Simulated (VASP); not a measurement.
# Ba (Im-3m) in VASP: settings compared, part 2 of 2

VASP 6.6.1. Earlier steps stand in the parts before.

## Step 4: Single point, PBE (60.47 Å³/atom)

This run uses another cell than the first one, of 60.47 Å³/atom.

INCAR reads:

```
SYSTEM = Ba
PREC = Accurate
ENCUT = 520
EDIFF = 1E-7
ISMEAR = 0
SIGMA = 0.1
LREAL = .FALSE.
LASPH = .TRUE.
NELM = 100
ALGO = Normal
ISIF = 2
LWAVE = .FALSE.
LCHARG = .TRUE.
GGA = PE
LELF = .TRUE.
LVHAR = .TRUE.
NBANDS = 11
```

KPOINTS reads:

```
regular mesh
0
G
  8 8 8
  0 0 0
```

POSCAR reads:

```
Ba
1.0
   -2.4726242250      2.4726242250      2.4726242250
    2.4726242250     -2.4726242250      2.4726242250
    2.4726242250      2.4726242250     -2.4726242250
Ba
1
Direct
    0.0000000000      0.0000000000      0.0000000000
```

Potentials or basis: VASP PAW PBE potentials, release 64 (Ba_sv).

Command:

```console
$ cat potpaw_PBE.64/Ba_sv/POTCAR > POTCAR
$ mpirun -np 1 vasp_std > vasp.out
```

OUTCAR:

```text
SYSTEM = Ba
   PREC = Accurate
   ENCUT = 520
   EDIFF = 1E-7
   ISMEAR = 0
   LREAL = .FALSE.
   LASPH = .TRUE.
   NELM = 100
   ISIF = 2
   GGA = PE

 ion  position               nearest neighbor table
   1  0.000  0.000  0.000-

  LATTYP: Found a body centered cubic cell.
 ALAT       =     4.9452484500

  Lattice vectors:

 A1 = (  -2.4726242250,   2.4726242250,   2.4726242250)
 A2 = (   2.4726242250,  -2.4726242250,   2.4726242250)
 A3 = (   2.4726242250,   2.4726242250,  -2.4726242250)

Analysis of symmetry for initial positions (statically):
=====================================================================
 Subroutine PRICEL returns:
 Original cell was already a primitive cell.

 Routine SETGRP: Setting up the symmetry group for a
 body centered cubic supercell.

 Subroutine GETGRP returns: Found 48 space group operations
 (whereof 48 operations were pure point group operations)
 out of a pool of 48 trial point group operations.

The static configuration has the point symmetry O_h .

Analysis of symmetry for dynamics (positions and initial velocities):
=====================================================================
 Subroutine PRICEL returns:
 Original cell was already a primitive cell.

 Routine SETGRP: Setting up the symmetry group for a
 body centered cubic supercell.

 Subroutine GETGRP returns: Found 48 space group operations
 (whereof 48 operations were pure point group operations)
 out of a pool of 48 trial point group operations.

The dynamic configuration has the point symmetry O_h .

 Subroutine INISYM returns: Found 48 space group operations
 (whereof 48 operations are pure point group operations),
 and found     1 'primitive' translations

----------------------------------------------------------------------------------------

                                     Primitive cell

  volume of cell :      60.4692

  direct lattice vectors                    reciprocal lattice vectors
    -2.472624225  2.472624225  2.472624225     0.000000000  0.202214309  0.202214309
     2.472624225 -2.472624225  2.472624225     0.202214309  0.000000000  0.202214309
     2.472624225  2.472624225 -2.472624225     0.202214309  0.202214309  0.000000000

  length of vectors
     4.282710786  4.282710786  4.282710786     0.285974219  0.285974219  0.285974219

  position of ions in fractional coordinates (direct lattice)
     0.000000000  0.000000000  0.000000000

  ion indices of the primitive-cell ions
   primitive index   ion index
                 1           1

----------------------------------------------------------------------------------------

 KPOINTS: regular mesh

Automatic generation of k-mesh.
 Grid dimensions read from file:
 generate k-points for:    8    8    8

 Generating k-lattice:

  Cartesian coordinates                     Fractional coordinates (reciprocal lattice)
     0.000000000  0.025276789  0.025276789     0.125000000  0.000000000  0.000000000
     0.025276789  0.000000000  0.025276789     0.000000000  0.125000000  0.000000000
     0.025276789  0.025276789  0.000000000     0.000000000  0.000000000  0.125000000

  Length of vectors
     0.035746777  0.035746777  0.035746777

  Shift w.r.t. Gamma in fractional coordinates (k-lattice)
     0.000000000  0.000000000  0.000000000

 Subroutine IBZKPT returns following result:
 ===========================================

 Found     29 irreducible k-points:

 Following reciprocal coordinates:
            Coordinates               Weight
  0.000000  0.000000  0.000000      1.000000
  0.125000  0.000000  0.000000     12.000000
  0.250000  0.000000  0.000000     12.000000
  0.375000  0.000000  0.000000     12.000000
  0.500000  0.000000  0.000000      6.000000
  0.125000  0.125000  0.000000     24.000000
[... 16 lines left out ...]
 -0.250000  0.250000  0.250000      6.000000
 -0.375000  0.375000  0.250000     24.000000
 [... further k-points ...]
   k-points           NKPTS =     29   k-points in BZ     NKDIM =     29   number of bands    NBANDS=     11
   number of dos      NEDOS =    301   number of ions     NIONS =      1
   total plane-waves  NPLWV =  32768
   dimension x,y,z NGX =    32 NGY =   32 NGZ =   32
   dimension x,y,z NGXF=    64 NGYF=   64 NGZF=   64
   ions per type =               1
   NGX,Y,Z   is equivalent  to a cutoff of  12.42, 12.42, 12.42 a.u.
   NGXF,Y,Z  is equivalent  to a cutoff of  24.84, 24.84, 24.84 a.u.
 SYSTEM =  Ba
   PREC   = accura    normal or accurate (medium, high low for compatibility)
   ISTART =      0    job   : 0-new  1-cont  2-samecut
   ICHARG =      2    charge: 1-file 2-atom 10-const
   ISPIN  =      1    spin polarized calculation?
   LNONCOLLINEAR =      F non collinear calculations
   LSORBIT =      F    spin-orbit coupling
   LASPH  =      T    aspherical Exc in radial PAW
   ENCUT  =  520.0 eV  38.22 Ry    6.18 a.u.   7.96  7.96  7.96*2*pi/ulx,y,z
   NELM   =    100;   NELMIN=  2; NELMDL= -5     # of ELM steps
   EDIFF  = 0.1E-06   stopping-criterion for ELM
   LREAL  =      F    real-space projection
   EDIFFG = 0.1E-05   stopping-criterion for IOM
   NSW    =      0    number of steps for IOM
   IBRION =     -1    ionic relax: 0-MD 1-quasi-New 2-CG
   NFREE  =      0    steps in history (QN), initial steepest desc. (CG)
   ISIF   =      2    stress and relaxation
   ISYM   =      2    0-nonsym 1-usesym 2-fastsym
   POTIM  = 0.5000    time-step for ionic-motion
   TEBEG  =    0.0;   TEEND  =   0.0 temperature during run
   PSTRESS=    0.0 pullay stress
   NELECT =      10.0000    total number of electrons
   NUPDOWN=      -1.0000    fix difference up-down
   EMIN   =  10.00;   EMAX   =-10.00  energy-range for DOS
   EFERMI =   0.00;   METHOD = LEGACY
   ISMEAR =     0;   SIGMA  =   0.10  broadening in eV -4-tet -1-fermi 0-gaus
   EFERMI_NEDOS =   21; number of points for ismear=-14 and -15
   IALGO  =     38    algorithm
   IMIX   =      4    mixing-type and parameters
     AMIX     =   0.40;   BMIX     =  1.00
     AMIX_MAG =   1.60;   BMIX_MAG =  1.00
  volume/ion in A,a.u.               =      60.47       408.07
  Fermi-wavevector in a.u.,A,eV,Ry     =   0.898594  1.698096 10.986306  0.807471
  Thomas-Fermi vector in A             =   2.021322
   LORBIT       =      0    0 simple, 1 ext, 2 COOP (PROOUT), +10 PAW based schemes
   GGA     = PE    functional components
   LHFCALC =     F    Hartree Fock is set to
   AEXX    =    0.0000 exact exchange contribution
   IVDW    =     0    specifies the selected vdW correction
   LEPSILON=     F    determine dielectric tensor
   LRPA    =     F    only Hartree local field effects (RPA)
 non-spin polarized calculation
 Gauss-broadening in eV      SIGMA  =   0.10
  energy-cutoff  :      520.00
  volume of cell :       60.47
 maximum number of plane-waves:      1647
   NGX = 15   NGY = 15   NGZ = 15

 number of electron      10.0000000 magnetization

 number of electron       9.9999999 magnetization

 Free energy of the ion-electron system (eV)
  ---------------------------------------------------
  ext. energy  EPLUGINS =         0.00000000
  ---------------------------------------------------
  free energy    TOTEN  =        -1.91115360 eV

  energy without entropy =       -1.90691988  energy(sigma->0) =       -1.90903674

 E-fermi :   1.7432     XC(G=0):  -7.5407

 val. band max:        1.6719316652   @ k =  -0.3750   0.5000   0.2500
 cond. band min:       1.9262429053   @ k =   0.2500   0.2500   0.1250
 fundamental gap:      0.2543112401
 Fermi energy:         1.7432188523

 k-point     1 :       0.0000    0.0000    0.0000
  band No.  band energies     occupation
      1     -27.0323      2.00000
      2     -11.9569      2.00000
      3     -11.9569      2.00000
      4     -11.9569      2.00000
      5      -0.9847      2.00000
      6       3.6615      0.00000
      7       3.6615      0.00000
      8       3.6615      0.00000
      9       5.1171      0.00000
     10       5.1171      0.00000
     11       8.8400      0.00000
[... 309 lines left out ...]
 k-point    24 :      -0.3750    0.3750    0.2500
  band No.  band energies     occupation
      1     -26.9680      2.00000
      2     -12.3471      2.00000
      3     -12.1974      2.00000
      4     -12.1504      2.00000
      5       1.4592      1.99994
      6       1.9943      0.00038
      7       3.7214      0.00000
      8       3.9589      0.00000
      9       5.4948      0.00000
     10       5.8876      0.00000
     11       9.2107      0.00000

 [... further k-points ...]

------------------------ aborting loop because EDIFF is reached ----------------------------------------

  FORCE on cell =-STRESS in cart. coord.  units (eV):
  Direction    XX          YY          ZZ          XY          YZ          ZX
  --------------------------------------------------------------------------------------
  -------------------------------------------------------------------------------------
  Total        0.1648576      0.1648576      0.1648576      0.0000000      0.0000000     -0.0000000
  in kB        4.3680250      4.3680250      4.3680250      0.0000000      0.0000000     -0.0000000
  external PRESSURE =       4.3680250 kB  Pullay stress =       0.0000000 kB

 VOLUME and BASIS-vectors are now :
 -----------------------------------------------------------------------------
  energy-cutoff  :      520.00
  volume of cell :       60.47
      direct lattice vectors                 reciprocal lattice vectors
    -2.472624225  2.472624225  2.472624225     0.000000000  0.202214309  0.202214309
     2.472624225 -2.472624225  2.472624225     0.202214309  0.000000000  0.202214309
     2.472624225  2.472624225 -2.472624225     0.202214309  0.202214309  0.000000000

 POSITION                                       TOTAL-FORCE (eV/Angst)
 -----------------------------------------------------------------------------------
      0.00000      0.00000      0.00000        -0.000000     -0.000000      0.000000
 -----------------------------------------------------------------------------------
    total drift:                                0.000000      0.000000     -0.000000

  FREE ENERGIE OF THE ION-ELECTRON SYSTEM (eV)
  ---------------------------------------------------
  free  energy   TOTEN  =        -1.9111536046 eV

  energy  without entropy=       -1.9069198819  energy(sigma->0) =       -1.90903674
```

OSZICAR:

```text
N       E                     dE             d eps       ncg     rms          rms(c)
DAV:   1     0.543789232575E+02    0.54379E+02   -0.42210E+03   638   0.747E+02
DAV:   2     0.508330734750E+00   -0.53871E+02   -0.52583E+02   776   0.140E+02
DAV:   3    -0.184608972556E+01   -0.23544E+01   -0.23452E+01   826   0.305E+01
DAV:   4    -0.191119271084E+01   -0.65103E-01   -0.65056E-01   855   0.437E+00
DAV:   5    -0.191182198155E+01   -0.62927E-03   -0.62916E-03   825   0.401E-01    0.171E+00
DAV:   6    -0.191086905860E+01    0.95292E-03   -0.31727E-03   772   0.541E-01    0.101E+00
DAV:   7    -0.191094786601E+01   -0.78807E-04   -0.69551E-03   764   0.860E-01    0.431E-02
DAV:   8    -0.191114454681E+01   -0.19668E-03   -0.36487E-04   959   0.105E-01    0.267E-02
DAV:   9    -0.191115235013E+01   -0.78033E-05   -0.78281E-06   773   0.223E-02    0.625E-03
DAV:  10    -0.191115350991E+01   -0.11598E-05   -0.27184E-06   797   0.105E-02    0.185E-03
DAV:  11    -0.191115360461E+01   -0.94705E-07   -0.62471E-07   898   0.658E-03
   1 F= -.19111536E+01 E0= -.19090367E+01  d E =-.423372E-02
```

It took 27 s on 1 thread of AMD EPYC 7R13, shared host; peak memory 0.15 GiB.

Results:

```yaml
Free_energy: -1.9112 eV
Pressure: 0.4 GPa
Band_gap_on_the_k_mesh: zero (bands 5 and 6 overlap by 1.16 eV)
```

Levels at points of the mesh, in eV from the Fermi level:
```tsv
k point	band 2	band 3	band 4	band 5	band 6	band 7	band 8	band 9
(0.00, 0.00, 0.00)	-13.70	-13.70	-13.70	-2.73	1.92	1.92	1.92	3.37
(0.50, 0.00, 0.00)	-14.22	-13.87	-13.70	-0.88	0.73	1.42	3.36	3.96
(0.50, 0.50, 0.50)	-14.06	-14.06	-14.06	-0.56	-0.56	4.61	4.61	4.61
```

Caveat: spin-orbit coupling is left out, which moves the levels of the heavy elements.

## Step 5: Single point, PBEsol (60.47 Å³/atom)

This run uses another cell than the first one, of 60.47 Å³/atom.

INCAR reads:

```
ALGO = Fast
EDIFF = 1E-7
ENCUT = 520
GGA = PS
ISIF = 2
ISMEAR = 0
LASPH = True
LCHARG = False
LREAL = False
LWAVE = False
NBANDS = 11
NELM = 60
PREC = Accurate
SIGMA = 0.05
```

KPOINTS reads:

```
k-points
0
Gamma
  8 8 8
```

POSCAR is that of step 4.

Command:

```console
$ cat potpaw_PBE.64/Ba_sv/POTCAR > POTCAR
$ mpirun -np 1 vasp_std > vasp.out
```

Wall time 30 s (1 thread of AMD EPYC 7R13, shared host); peak memory 0.15 GiB.

The run converged. Its results:

* Free energy: -2.1530 eV
* Pressure: -0.3 GPa
* Band gap on the k mesh: zero (bands 5 and 6 overlap by 1.15 eV)

Levels at points of the mesh, in eV from the Fermi level:
```csv
k point,band 3,band 4,band 5,band 6,band 7,band 8
"(0.00, 0.00, 0.00)",-13.62,-13.62,-2.71,1.93,1.93,1.93
"(0.50, 0.00, 0.00)",-13.79,-13.62,-0.86,0.74,1.46,3.39
"(0.50, 0.50, 0.50)",-13.99,-13.99,-0.52,-0.52,4.62,4.62
```

Caveat: the PAW data sets were made with another functional, which shifts forces and pressure a little; spin-orbit coupling is left out, which moves the levels of the heavy elements.

## Step 6: Summary

```tsv
level	cell	smearing	gap on the mesh (eV)	pressure (GPa)
PBE	a = 4.254 Å, angles 109.5°, 1 atom	tetrahedron	none	0.7
RPBE	a = 4.283 Å, angles 109.5°, 1 atom	gaussian 0.1 eV	none	1.2
PBE	a = 4.283 Å, angles 109.5°, 1 atom	gaussian 0.1 eV	none	0.4
PBEsol	a = 4.283 Å, angles 109.5°, 1 atom	gaussian 0.05 eV	none	-0.3
```

Alike in all rows: task single point; potentials or basis VASP PAW PBE potentials, release 64 (Ba_sv); no spin polarisation; k mesh 8 × 8 × 8; cutoff (eV) 520.

Caveats: spin-orbit coupling is left out, which moves the levels of the heavy elements; the PAW data sets were made with another functional, which shifts forces and pressure a little (at least some runs).

Total energies depend on the potentials used, so only differences within one code and one set of settings carry meaning.
